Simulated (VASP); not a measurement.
# CuI (Cmcm) in VASP: further runs, part 3 of 3

VASP 6.6.1. The steps go on from the part before.

## 6. Single point, PBE (volume scaled by 0.94)

Input file INCAR:

```
PREC = Accurate
ENCUT = 520
EDIFF = 1E-7
ISMEAR = -1
SIGMA = 0.02
LREAL = False
LASPH = True
NELM = 80
ALGO = Normal
ISIF = 2
LWAVE = False
LCHARG = True
GGA = PE
LELF = True
LVHAR = True
NBANDS = 26
```

Input file KPOINTS:

```
Automatic mesh
0
Gamma
  5 5 6
```

Input file POSCAR:

```
CuI
1.0
    3.6569591127     -3.6353286563      0.0000000000
    3.6569591127      3.6353286563      0.0000000000
    0.0000000000      0.0000000000      4.2190750878
Cu I
2 2
Direct
    0.4204388300      0.5795611700      0.7500000000
    0.5795611700      0.4204388300      0.2500000000
    0.7700426800      0.2299573200      0.7500000000
    0.2299573200      0.7700426800      0.2500000000
```

Potentials or basis: VASP PAW PBE potentials, release 64 (Cu, I).

Launch:

```
cat potpaw_PBE.64/Cu/POTCAR potpaw_PBE.64/I/POTCAR > POTCAR
mpirun -np 1 vasp_std > vasp.out
```

OUTCAR:

```text
PREC = Accurate
   ENCUT = 520
   EDIFF = 1E-7
   ISMEAR = -1
   LREAL = False
   LASPH = True
   NELM = 80
   ISIF = 2
   GGA = PE

 ion  position               nearest neighbor table
   1  0.420  0.580  0.750-   2 2.41   2 2.41   4 2.52   4 2.52   3 2.54
   2  0.580  0.420  0.250-   1 2.41   1 2.41   3 2.52   3 2.52   4 2.54
   3  0.770  0.230  0.750-   2 2.52   2 2.52   1 2.54
   4  0.230  0.770  0.250-   1 2.52   1 2.52   2 2.54

  LATTYP: Found a base centered orthorhombic cell.
 ALAT       =     7.2706573126
 B/A-ratio  =     1.0059500690
 C/A-ratio  =     0.5802879859

  Lattice vectors:

 A1 = (  -3.6569591127,  -3.6353286563,   0.0000000000)
 A2 = (   3.6569591127,  -3.6353286563,   0.0000000000)
 A3 = (   0.0000000000,   0.0000000000,   4.2190750878)

Analysis of symmetry for initial positions (statically):
=====================================================================
 Subroutine PRICEL returns:
 Original cell was already a primitive cell.

 Routine SETGRP: Setting up the symmetry group for a
 base centered orthorhombic supercell.

 Subroutine GETGRP returns: Found  8 space group operations
 (whereof  4 operations were pure point group operations)
 out of a pool of  8 trial point group operations.

The static configuration has the point symmetry C_2h.
 The point group associated with its full space group is D_2h.

Analysis of symmetry for dynamics (positions and initial velocities):
=====================================================================
 Subroutine PRICEL returns:
 Original cell was already a primitive cell.

 Routine SETGRP: Setting up the symmetry group for a
 base centered orthorhombic supercell.

 Subroutine GETGRP returns: Found  8 space group operations
 (whereof  4 operations were pure point group operations)
 out of a pool of  8 trial point group operations.

The dynamic configuration has the point symmetry C_2h.
 The point group associated with its full space group is D_2h.

 Subroutine INISYM returns: Found  8 space group operations
 (whereof  4 operations are pure point group operations),
 and found     1 'primitive' translations

----------------------------------------------------------------------------------------

                                     Primitive cell

  volume of cell :     112.1789

  direct lattice vectors                    reciprocal lattice vectors
     3.656959113 -3.635328656  0.000000000     0.136725619 -0.137539146  0.000000000
     3.656959113  3.635328656  0.000000000     0.136725619  0.137539146  0.000000000
     0.000000000  0.000000000  4.219075088     0.000000000  0.000000000  0.237018773

  length of vectors
     5.156448816  5.156448816  4.219075088     0.193935329  0.193935329  0.237018773

  position of ions in fractional coordinates (direct lattice)
     0.420438830  0.579561170  0.750000000
     0.579561170  0.420438830  0.250000000
     0.770042680  0.229957320  0.750000000
     0.229957320  0.770042680  0.250000000

  ion indices of the primitive-cell ions
   primitive index   ion index
[... 22 lines left out ...]

  Shift w.r.t. Gamma in fractional coordinates (k-lattice)
     0.000000000  0.000000000  0.000000000

 Subroutine IBZKPT returns following result:
 ===========================================

 Found     36 irreducible k-points:

 Following reciprocal coordinates:
            Coordinates               Weight
  0.000000  0.000000  0.000000      1.000000
  0.200000 -0.000000  0.000000      4.000000
  0.400000  0.000000  0.000000      4.000000
  0.200000  0.200000  0.000000      2.000000
  0.400000  0.200000  0.000000      4.000000
 -0.400000  0.200000  0.000000      4.000000
[... 16 lines left out ...]
  0.400000  0.200000  0.333333      8.000000
 -0.400000  0.200000  0.333333      8.000000
 [... further k-points ...]
   k-points           NKPTS =     36   k-points in BZ     NKDIM =     36   number of bands    NBANDS=     26
   number of dos      NEDOS =    301   number of ions     NIONS =      4
   total plane-waves  NPLWV =  51200
   dimension x,y,z NGX =    40 NGY =   40 NGZ =   32
   dimension x,y,z NGXF=    80 NGYF=   80 NGZF=   64
   ions per type =               2   2
   NGX,Y,Z   is equivalent  to a cutoff of  12.90, 12.90, 12.61 a.u.
   NGXF,Y,Z  is equivalent  to a cutoff of  25.79, 25.79, 25.22 a.u.
 SYSTEM =  unknown system
   PREC   = accura    normal or accurate (medium, high low for compatibility)
   ISTART =      0    job   : 0-new  1-cont  2-samecut
   ICHARG =      2    charge: 1-file 2-atom 10-const
   ISPIN  =      1    spin polarized calculation?
   LNONCOLLINEAR =      F non collinear calculations
   LSORBIT =      F    spin-orbit coupling
   LASPH  =      T    aspherical Exc in radial PAW
   ENCUT  =  520.0 eV  38.22 Ry    6.18 a.u.   9.59  9.59  7.84*2*pi/ulx,y,z
   NELM   =     80;   NELMIN=  2; NELMDL= -5     # of ELM steps
   EDIFF  = 0.1E-06   stopping-criterion for ELM
   LREAL  =      F    real-space projection
   EDIFFG = 0.1E-05   stopping-criterion for IOM
   NSW    =      0    number of steps for IOM
   IBRION =     -1    ionic relax: 0-MD 1-quasi-New 2-CG
   NFREE  =      0    steps in history (QN), initial steepest desc. (CG)
   ISIF   =      2    stress and relaxation
   ISYM   =      2    0-nonsym 1-usesym 2-fastsym
   POTIM  = 0.5000    time-step for ionic-motion
   TEBEG  =    0.0;   TEEND  =   0.0 temperature during run
   PSTRESS=    0.0 pullay stress
   NELECT =      36.0000    total number of electrons
   NUPDOWN=      -1.0000    fix difference up-down
   EMIN   =  10.00;   EMAX   =-10.00  energy-range for DOS
   EFERMI =   0.00;   METHOD = LEGACY
   ISMEAR =    -1;   SIGMA  =   0.02  broadening in eV -4-tet -1-fermi 0-gaus
   EFERMI_NEDOS =   21; number of points for ismear=-14 and -15
   IALGO  =     38    algorithm
   IMIX   =      4    mixing-type and parameters
     AMIX     =   0.40;   BMIX     =  1.00
     AMIX_MAG =   1.60;   BMIX_MAG =  1.00
  volume/ion in A,a.u.               =      28.04       189.26
  Fermi-wavevector in a.u.,A,eV,Ry     =   1.120827  2.118056 17.092367  1.256254
  Thomas-Fermi vector in A             =   2.257476
   LORBIT       =      0    0 simple, 1 ext, 2 COOP (PROOUT), +10 PAW based schemes
   GGA     = PE    functional components
   LHFCALC =     F    Hartree Fock is set to
   AEXX    =    0.0000 exact exchange contribution
   IVDW    =     0    specifies the selected vdW correction
   LEPSILON=     F    determine dielectric tensor
   LRPA    =     F    only Hartree local field effects (RPA)
 non-spin polarized calculation
  energy-cutoff  :      520.00
  volume of cell :      112.18
 maximum number of plane-waves:      3067
 NGX is ok and might be reduce to    40
   NGX = 19   NGY = 19   NGZ = 15

 number of electron      36.0000031 magnetization

 Free energy of the ion-electron system (eV)
  ---------------------------------------------------
  ext. energy  EPLUGINS =         0.00000000
  ---------------------------------------------------
  free energy    TOTEN  =       -10.79748790 eV

  energy without entropy =      -10.79748790  energy(sigma->0) =      -10.79748790

 E-fermi :   4.9880     XC(G=0):  -8.8719

 val. band max:        4.5463734131   @ k =   0.0000   0.0000   0.0000
 cond. band min:       5.6517703348   @ k =   0.0000   0.0000   0.0000
 fundamental gap:      1.1053969217
 Fermi energy:         4.9879800887

 k-point     1 :       0.0000    0.0000    0.0000
  band No.  band energies     occupation
      1      -9.6742      2.00000
      2      -8.7996      2.00000
      3      -1.3692      2.00000
      4      -0.0302      2.00000
      5       0.1974      2.00000
      6       0.2341      2.00000
[... 685 lines left out ...]
     25      12.0874      0.00000
     26      12.6763      0.00000

 [... further k-points ...]

------------------------ aborting loop because EDIFF is reached ----------------------------------------

  FORCE on cell =-STRESS in cart. coord.  units (eV):
  Direction    XX          YY          ZZ          XY          YZ          ZX
  --------------------------------------------------------------------------------------
  -------------------------------------------------------------------------------------
  Total        1.0280237      3.9400865      4.3627992      0.0000000     -0.0000000      0.0000000
  in kB       14.6825900     56.2736790     62.3110067      0.0000000     -0.0000000      0.0000000
  external PRESSURE =      44.4224253 kB  Pullay stress =       0.0000000 kB

 VOLUME and BASIS-vectors are now :
 -----------------------------------------------------------------------------
  energy-cutoff  :      520.00
  volume of cell :      112.18
      direct lattice vectors                 reciprocal lattice vectors
     3.656959113 -3.635328656  0.000000000     0.136725619 -0.137539146  0.000000000
     3.656959113  3.635328656  0.000000000     0.136725619  0.137539146  0.000000000
     0.000000000  0.000000000  4.219075088     0.000000000  0.000000000  0.237018773

 POSITION                                       TOTAL-FORCE (eV/Angst)
 -----------------------------------------------------------------------------------
      3.65696      0.57846      3.16431         0.000000      0.265335     -0.000000
      3.65696     -0.57846      1.05477         0.000000     -0.265335      0.000000
      3.65696     -1.96339      3.16431         0.000000     -0.719369      0.000000
      3.65696      1.96339      1.05477         0.000000      0.719369      0.000000
 -----------------------------------------------------------------------------------
    total drift:                                0.000000     -0.000000      0.000000

  FREE ENERGIE OF THE ION-ELECTRON SYSTEM (eV)
  ---------------------------------------------------
  free  energy   TOTEN  =       -10.7974879014 eV

  energy  without entropy=      -10.7974879014  energy(sigma->0) =      -10.79748790
```

OSZICAR:

```text
N       E                     dE             d eps       ncg     rms          rms(c)
DAV:   1     0.274914418432E+03    0.27491E+03   -0.15007E+04  1872   0.149E+03
DAV:   2     0.155970351033E+02   -0.25932E+03   -0.24679E+03  1882   0.310E+02
DAV:   3    -0.102215860831E+02   -0.25819E+02   -0.25267E+02  2478   0.120E+02
DAV:   4    -0.114975719064E+02   -0.12760E+01   -0.12722E+01  2580   0.239E+01
DAV:   5    -0.115502758272E+02   -0.52704E-01   -0.52696E-01  2934   0.483E+00    0.994E+00
DAV:   6    -0.112610393789E+02    0.28924E+00   -0.10693E+01  2286   0.766E+01    0.633E+00
DAV:   7    -0.107959841101E+02    0.46506E+00   -0.25499E+00  2320   0.476E+01    0.333E+00
DAV:   8    -0.108120318003E+02   -0.16048E-01   -0.27220E-01  2940   0.738E+00    0.105E+00
DAV:   9    -0.107968418469E+02    0.15190E-01   -0.82643E-02  2512   0.753E+00    0.393E-01
DAV:  10    -0.107976212826E+02   -0.77944E-03   -0.59018E-03  2900   0.107E+00    0.258E-01
DAV:  11    -0.107974618575E+02    0.15943E-03   -0.15392E-03  2544   0.101E+00    0.125E-01
DAV:  12    -0.107974829801E+02   -0.21123E-04   -0.25917E-04  2922   0.173E-01    0.214E-02
DAV:  13    -0.107974861000E+02   -0.31199E-05   -0.15250E-05  2996   0.764E-02    0.134E-02
DAV:  14    -0.107974877898E+02   -0.16898E-05   -0.58587E-06  2616   0.168E-02    0.110E-02
DAV:  15    -0.107974879296E+02   -0.13972E-06   -0.73048E-07  2868   0.179E-02    0.569E-03
DAV:  16    -0.107974879014E+02    0.28195E-07   -0.26821E-07  1790   0.115E-02
   1 F= -.10797488E+02 E0= -.10797488E+02  d E =-.162677E-11
```

Wall time 52 s (1 thread of Intel Xeon 6975P-C (Granite Rapids), shared host); peak memory 0.27 GiB.

What came out:

* Free energy: -10.7975 eV
* Pressure: 4.4 GPa
* Largest force: 0.719 eV/Å
* Band gap on the k mesh: 1.11 eV, direct

Forces on the atoms (eV/Å):
```
Cu   0.000  0.265  0.000
Cu   0.000 -0.265  0.000
I    0.000 -0.719  0.000
I    0.000  0.719  0.000
```

Stress tensor (GPa, compression positive):
```
1.47 0.00 0.00
0.00 5.63 0.00
0.00 0.00 6.23
```

Caveat: spin-orbit coupling is left out, which moves the levels of the heavy elements.

## 7. Summary

```tsv
cell	gap on the mesh (eV)	pressure (GPa)	largest force (eV/Å)
a = 5.264, b = 5.264, c = 4.393 Å, angles 90.0, 90.0, 89.7°, 4 atoms	1.05	0.3	0.09
a = 5.106, b = 5.106, c = 4.307 Å, angles 90.0, 90.0, 89.7°, 4 atoms	1.16	3.7	0.72
a = 5.211, b = 5.211, c = 4.307 Å, angles 90.0, 90.0, 89.7°, 4 atoms	1.08	2.1	0.32
a = 5.369, b = 5.369, c = 4.307 Å, angles 90.0, 90.0, 89.7°, 4 atoms	0.96	0.3	0.16
a = 5.156, b = 5.156, c = 4.219 Å, angles 90.0, 90.0, 89.7°, 4 atoms	1.11	4.4	0.72
```

Alike in all rows: task single point; level PBE; potentials or basis VASP PAW PBE potentials, release 64 (Cu, I); no spin polarisation; k mesh 5 × 5 × 6; cutoff (eV) 520; smearing fermi-dirac 0.02 eV.

Caveats: spin-orbit coupling is left out, which moves the levels of the heavy elements.

Absolute energies hang on the potentials; compare differences alone.
